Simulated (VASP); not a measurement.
Write the native input for VASP 6.6.1 that does the following.

| Quantity | Value |
| --- | --- |
| Task | single point |
| Functional | LDA |
| Potentials or basis | VASP PAW LDA potentials, release 64 (Mo_sv) |
| Cutoff | 520 eV |
| k mesh | 18 × 18 × 18 |
| Occupations | gaussian, width 0.15 eV |
| Spin | no spin polarisation |
| Dipole correction | no |
| Further INCAR settings | ALGO = Normal; EDIFF = 1e-07; NBANDS = 13 |

The structure of Mo lies in POSCAR:

```
Mo
1.0
    2.8175757091      0.0000000000      0.0000000000
   -1.4087878546      2.4400921412      0.0000000000
    0.0000000000      0.0000000000      2.5935084105
Mo
1
Direct
    0.0000000000      0.0000000000      0.5000000000
```

This cell differs from its parent crystal: strain +0.030 along x and y, +0.015 along z.

The input as run:

INCAR

```
PREC     = Accurate       # precision mode
ENCUT    = 520            # plane-wave cutoff, eV
EDIFF    = 1E-7           # SCF threshold, eV
ISMEAR   = 0              # smearing method
SIGMA    = 0.15           # smearing width, eV
LREAL    = False          # projectors in reciprocal space
LASPH    = True           # aspherical terms in the spheres
NELM     = 100            # most SCF steps
ALGO     = Normal         # electronic algorithm
ISIF     = 2              # what is computed and relaxed
LWAVE    = False          # write WAVECAR
LCHARG   = False          # write CHGCAR
GGA      = CA             # functional
NBANDS   = 13             # bands
```

KPOINTS

```
Automatic mesh
0
Gamma
  18 18 18
```

Potentials or basis: VASP PAW LDA potentials, release 64 (Mo_sv).

Launch:

```bash
$ cat potpaw_LDA.64/Mo_sv/POTCAR > POTCAR
$ mpirun -np 1 vasp_std > vasp.out
```

Results of the run:

- Pressure: -20.2 GPa
- Band gap on the k mesh: zero (band 7 reaches 11.20 eV, above the bottom of band 8 at 9.51 eV)

Caveat: the cell differs from its parent crystal (strain +0.030 along x and y, +0.015 along z).

Run time: 18 s on 1 thread of Intel(R) Xeon(R) 6975P-C (Granite Rapids) (shared host), peak memory 0.18 GiB.
